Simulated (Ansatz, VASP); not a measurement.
## One calculation of WS2, two programs

INCAR

```
SYSTEM = WS2
  ALGO = Normal
  EDIFF = 1E-6
  ENCUT = 520
  GGA = PS
  ISIF = 2
  ISMEAR = 0
  LASPH = .TRUE.
  LCHARG = .FALSE.
  LREAL = .FALSE.
  LWAVE = .FALSE.
  NBANDS = 20
  NELM = 80
  PREC = Accurate
  SIGMA = 0.05
```

The input KPOINTS:

```
k-points
0
G
  12 12 12
  0 0 0
```

Contents of POSCAR:

```
WS2
1.0
    1.5790003843      0.9116362969      6.1633300000
   -1.5790003843      0.9116362969      6.1633300000
    0.0000000000     -1.8232725938      6.1633300000
W S
1 2
Direct
    0.0000000000      0.0000000000      0.0000000000
    0.7503000000      0.7503000000      0.7503000000
    0.5390273789      0.5390273789      0.6487202469
```

Input for Ansatz:

```yaml
crystal:
  lattice:
    - [1.5790003843, 0.9116362969, 6.16333]
    - [-1.5790003843, 0.9116362969, 6.16333]
    - [0.0, -1.8232725938, 6.16333]
  atoms:
    - { symbol: W, position: [0.0, 0.0, 0.0] }
    - { symbol: S, position: [0.7503, 0.7503, 0.7503] }
    - { symbol: S, position: [0.5390273789, 0.5390273789, 0.6487202469] }
basis:
  ecutwfc: 420
kpoints:
  mp_grid: { grid: [12, 12, 12] }
hamiltonian:
  xc: pbesol
scf:
  occupations: { method: gaussian, width: 0.05 }
output:
  forces: true
  stress: true
  eigenvalues: true
```

Alike in both runs: task single point; functional PBEsol; k mesh 12 × 12 × 12; occupations gaussian, width 0.05 eV; no spin polarisation.

|  | VASP | Ansatz |
| --- | --- | --- |
| version | VASP 6.6.1 | Ansatz 0.2.0 |
| potentials or method | VASP PAW PBE potentials, release 64 (W_sv, S), cutoff 520 eV | scalar-relativistic, plane waves, PAW |
| valence electrons in the cell | 26 | 26 |

```csv
,VASP,Ansatz,Ansatz less VASP
gap on the k mesh at the Fermi level (eV),0.82,0.80,-0.016
least direct gap on the mesh (eV),1.63,1.62,-0.012
pressure (GPa),-4.2,-4.3,-0.11
"traceless stress, the component that is largest in VASP (GPa)",-6.26,-6.23,+0.026
rms of the force components (eV/Å),1.022,1.022,-0.0003
```

VASP's potentials were made for PBE, not for PBEsol. Atom by atom the forces differ by 0.009 eV/Å (rms over components).

Spin-orbit coupling is off throughout.
